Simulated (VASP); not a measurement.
# Mo in VASP: single point with PBE

Aim: the single point of Mo with PBE.

Program: VASP 6.6.1. These are calculated values, not measurements. Logs are shortened: lines on timing, memory, paths and dates and some standing lists are left out, and cuts for length are marked.

## 1. The cell of the first run

The cell holds a slab with vacuum, 4 atoms: a = 4.470 Å, b = 4.470 Å, c = 18.737 Å, α = 90.00°, β = 90.00°, γ = 120.00°.

## 2. Single point, PBE

POSCAR reads:

```
Mo
1.0
    4.4701026756      0.0000000000      0.0000000000
   -2.2350513378      3.8712224746      0.0000000000
    0.0000000000      0.0000000000     18.7374000000
Mo
4
Direct
    0.0000000000      0.0000000000      0.4269544424
    0.3333333340      0.6666666660      0.4756514806
    0.6666666670      0.3333333330      0.5243485191
    0.0000000000      0.0000000000      0.5730455576
```

INCAR.step1 reads:

```
SYSTEM = Mo
PREC     = Accurate       ! precision mode
ENCUT    = 520            ! plane-wave cutoff, eV
EDIFF    = 1E-6           ! SCF threshold, eV
ISMEAR   = -1             ! smearing method
SIGMA    = 0.1            ! smearing width, eV
LREAL    = .FALSE.        ! projectors in reciprocal space
LASPH    = .TRUE.         ! aspherical terms in the spheres
NELM     = 80             ! most SCF steps
ALGO     = Normal         ! electronic algorithm
ISIF     = 2              ! what is computed and relaxed
LWAVE    = .FALSE.        ! write WAVECAR
LCHARG   = .TRUE.         ! write CHGCAR
LMAXMIX  = 4              ! l up to which the mixer works
LDIPOL   = .TRUE.       
IDIPOL   = 3            
DIPOL    = 0.5 0.5 0.500
GGA      = PE             ! functional
NBANDS   = 36             ! bands
```

KPOINTS.step1 reads:

```
regular mesh
0
G
  10 10 1
  0 0 0
```

INCAR.step2 reads:

```
SYSTEM = Mo
PREC     = Accurate       ! precision mode
ENCUT    = 520            ! plane-wave cutoff, eV
EDIFF    = 1E-6           ! SCF threshold, eV
ISMEAR   = -5             ! smearing method
SIGMA    = 0.1            ! smearing width, eV
LREAL    = .FALSE.        ! projectors in reciprocal space
LASPH    = .TRUE.         ! aspherical terms in the spheres
NELM     = 80             ! most SCF steps
ALGO     = Normal         ! electronic algorithm
ISIF     = 2              ! what is computed and relaxed
LWAVE    = .FALSE.        ! write WAVECAR
LCHARG   = .FALSE.        ! write CHGCAR
LMAXMIX  = 4              ! l up to which the mixer works
LDIPOL   = .TRUE.       
IDIPOL   = 3            
DIPOL    = 0.5 0.5 0.500
GGA      = PE             ! functional
LORBIT   = 11             ! projections on sites
NEDOS    = 2001           ! points of the DOS
ICHARG   = 11             ! starting density
```

KPOINTS.step2 reads:

```
regular mesh
0
G
  15 15 1
  0 0 0
```

Potentials or basis: VASP PAW PBE potentials, release 64 (Mo_sv).

Started as:

```bash
$ cat potpaw_PBE.64/Mo_sv/POTCAR > POTCAR
$ cp INCAR.step1 INCAR
$ cp KPOINTS.step1 KPOINTS
$ mpirun -np 1 vasp_std > vasp.out
$ cp INCAR.step2 INCAR
$ cp KPOINTS.step2 KPOINTS
$ mpirun -np 1 vasp_std > vasp.out
```

OUTCAR:

```text
SYSTEM = Mo
   PREC = Accurate
   ENCUT = 520
   EDIFF = 1E-6
   ISMEAR = -5
   LREAL = .FALSE.
   LASPH = .TRUE.
   NELM = 80
   ISIF = 2
   GGA = PE
   LORBIT = 11
   ICHARG = 11

 ion  position               nearest neighbor table
   1  0.000  0.000  0.427-   2 2.74   2 2.74   4 2.74   2 2.74   3 3.16   3 3.16   3 3.16
   2  0.333  0.667  0.476-   1 2.74   1 2.74   3 2.74   3 2.74   3 2.74   1 2.74   4 3.16   4 3.16
                             4 3.16
   3  0.667  0.333  0.524-   4 2.74   2 2.74   4 2.74   2 2.74   4 2.74   2 2.74   1 3.16   1 3.16
                             1 3.16
   4  0.000  0.000  0.573-   3 2.74   1 2.74   3 2.74   3 2.74   2 3.16   2 3.16   2 3.16

  LATTYP: Found a hexagonal cell.
 ALAT       =     4.4701026756
 C/A-ratio  =     4.1917157971

  Lattice vectors:

 A1 = (   4.4701026756,   0.0000000000,   0.0000000000)
 A2 = (  -2.2350513378,   3.8712224746,   0.0000000000)
 A3 = (   0.0000000000,   0.0000000000,  18.7374000000)

Analysis of symmetry for initial positions (statically):
=====================================================================
 Subroutine PRICEL returns:
 Original cell was already a primitive cell.

 Routine SETGRP: Setting up the symmetry group for a
 hexagonal supercell.

 Subroutine GETGRP returns: Found 12 space group operations
 (whereof 12 operations were pure point group operations)
 out of a pool of 24 trial point group operations.

The static configuration has the point symmetry D_3d.

Analysis of symmetry for dynamics (positions and initial velocities):
=====================================================================
 Subroutine PRICEL returns:
 Original cell was already a primitive cell.

 Routine SETGRP: Setting up the symmetry group for a
 hexagonal supercell.

 Subroutine GETGRP returns: Found 12 space group operations
 (whereof 12 operations were pure point group operations)
 out of a pool of 24 trial point group operations.

The dynamic configuration has the point symmetry D_3d.

 Subroutine INISYM returns: Found 12 space group operations
 (whereof 12 operations are pure point group operations),
 and found     1 'primitive' translations

----------------------------------------------------------------------------------------

                                     Primitive cell

  volume of cell :     324.2462

[... 108 lines left out ...]
   EFERMI =   0.00;   METHOD = LEGACY
   ISMEAR =    -5;   SIGMA  =   0.10  broadening in eV -4-tet -1-fermi 0-gaus
   EFERMI_NEDOS =   21; number of points for ismear=-14 and -15
   IALGO  =     38    algorithm
   IMIX   =      4    mixing-type and parameters
     AMIX     =   0.40;   BMIX     =  1.00
     AMIX_MAG =   1.60;   BMIX_MAG =  1.00
  volume/ion in A,a.u.               =      81.06       547.03
  Fermi-wavevector in a.u.,A,eV,Ry     =   0.911687  1.722839 11.308803  0.831174
  Thomas-Fermi vector in A             =   2.035996
   LORBIT       =     11    0 simple, 1 ext, 2 COOP (PROOUT), +10 PAW based schemes
   GGA     = PE    functional components
   LHFCALC =     F    Hartree Fock is set to
   AEXX    =    0.0000 exact exchange contribution
   IVDW    =     0    specifies the selected vdW correction
   LEPSILON=     F    determine dielectric tensor
   LRPA    =     F    only Hartree local field effects (RPA)
 non-spin polarized calculation
 Fermi weights with tetrahedron method with Bloechl corrections
  energy-cutoff  :      520.00
  volume of cell :      324.25
 maximum number of plane-waves:      8771
 NGX is ok and might be reduce to    36

 number of electron      56.0000004 magnetization

 dipolmoment           0.000000      0.000000     -0.000000 electrons x Angstroem

 Free energy of the ion-electron system (eV)
  ---------------------------------------------------
  ext. energy  EPLUGINS =         0.00000000
  ---------------------------------------------------
  free energy    TOTEN  =       -36.47512427 eV

  energy without entropy =      -36.47512427  energy(sigma->0) =      -36.47512427

 E-fermi :  -0.7955     XC(G=0):  -3.9277

 val. band max:       -0.8031498141   @ k =   0.2000   0.1333   0.0000
 cond. band min:      -0.8000502996   @ k =   0.4000   0.0667   0.0000
 fundamental gap:      0.0030995145
 Fermi energy:        -0.7955360280

 k-point     1 :       0.0000    0.0000    0.0000
  band No.  band energies     occupation
      1     -61.7129      2.00000
      2     -61.6059      2.00000
      3     -61.5248      2.00000
      4     -61.4186      2.00000
      5     -36.0878      2.00000
      6     -35.9898      2.00000
[... 853 lines left out ...]
     32       0.3216      0.00000
     33       0.7237      0.00000

 [... further k-points ...]

------------------------ aborting loop because EDIFF is reached ----------------------------------------

 vacuum level on the upper side and lower side of the slab       (xc-potential included)        -0.092        -0.092

  FORCE on cell =-STRESS in cart. coord.  units (eV):
  Direction    XX          YY          ZZ          XY          YZ          ZX
  --------------------------------------------------------------------------------------
  -------------------------------------------------------------------------------------
  Total      -13.4022753    -13.4022753     -8.7345348      0.0000000      0.0000000      0.0000000
  in kB      -66.2238096    -66.2238096    -43.1594009      0.0000000      0.0000000      0.0000000
  external PRESSURE =     -58.5356733 kB  Pullay stress =       0.0000000 kB

 VOLUME and BASIS-vectors are now :
 -----------------------------------------------------------------------------
  energy-cutoff  :      520.00
  volume of cell :      324.25
      direct lattice vectors                 reciprocal lattice vectors
     4.470102676  0.000000000  0.000000000     0.223708508  0.129158167  0.000000000
    -2.235051338  3.871222475  0.000000000     0.000000000  0.258316335  0.000000000
     0.000000000  0.000000000 18.737400000     0.000000000  0.000000000  0.053369197

 POSITION                                       TOTAL-FORCE (eV/Angst)
 -----------------------------------------------------------------------------------
      0.00000      0.00000      8.00002        -0.000000      0.000000      2.892916
      0.00000      2.58081      8.91247         0.000000     -0.000000      0.470613
      2.23505      1.29041      9.82493         0.000000      0.000000     -0.470613
      0.00000      0.00000     10.73738        -0.000000     -0.000000     -2.892916
 -----------------------------------------------------------------------------------
    total drift:                               -0.000002      0.000001     -0.000000

  FREE ENERGIE OF THE ION-ELECTRON SYSTEM (eV)
  ---------------------------------------------------
  free  energy   TOTEN  =       -36.4751242746 eV

  energy  without entropy=      -36.4751242746  energy(sigma->0) =      -36.47512427

 vacuum level on the upper side and lower side of the slab         3.139         3.139

 total charge

# of ion       s       p       d       tot
------------------------------------------
    1        2.324   6.047   3.898  12.268
    2        2.377   6.118   3.839  12.334
    3        2.377   6.118   3.839  12.334
    4        2.324   6.047   3.898  12.268
--------------------------------------------------
tot          9.401  24.330  15.474  49.204
```

OSZICAR.step1:

```text
N       E                     dE             d eps       ncg     rms          rms(c)
DAV:   1     0.427161543834E+03    0.42716E+03   -0.34029E+04  1472   0.128E+03
DAV:   2    -0.194752479014E+02   -0.44664E+03   -0.43677E+03  1220   0.347E+02
DAV:   3    -0.392516543966E+02   -0.19776E+02   -0.18959E+02  1240   0.574E+01
[... 15 lines left out ...]
DAV:  19    -0.365624186027E+02   -0.67258E-04   -0.50670E-06   904   0.567E-03    0.165E-03
DAV:  20    -0.365624638682E+02   -0.45266E-04   -0.55737E-06   912   0.466E-03    0.610E-04
DAV:  21    -0.365624735300E+02   -0.96618E-05   -0.12506E-06   864   0.154E-03    0.301E-04
DAV:  22    -0.365624763247E+02   -0.27946E-05   -0.22402E-07   748   0.693E-04    0.109E-04
DAV:  23    -0.365624767287E+02   -0.40408E-06   -0.25220E-08   612   0.386E-04
   1 F= -.36562477E+02 E0= -.36477947E+02  d E =-.169059E+00
```

Run time: 10 min. Hardware: 1 thread of Intel Xeon 8259CL, shared host; peak memory 0.51 GiB.

What came out:

```
Valence electrons inside the program's atomic spheres : Mo 12.27, 12.33 (each value once)
```

Levels at points of the mesh, in eV from the Fermi level:
| k point | band 26 | band 27 | band 28 | band 29 | band 30 | band 31 |
| --- | --- | --- | --- | --- | --- | --- |
| (0.00, 0.00, 0.00) | -0.80 | -0.80 | -0.32 | -0.19 | 1.01 | 1.01 |
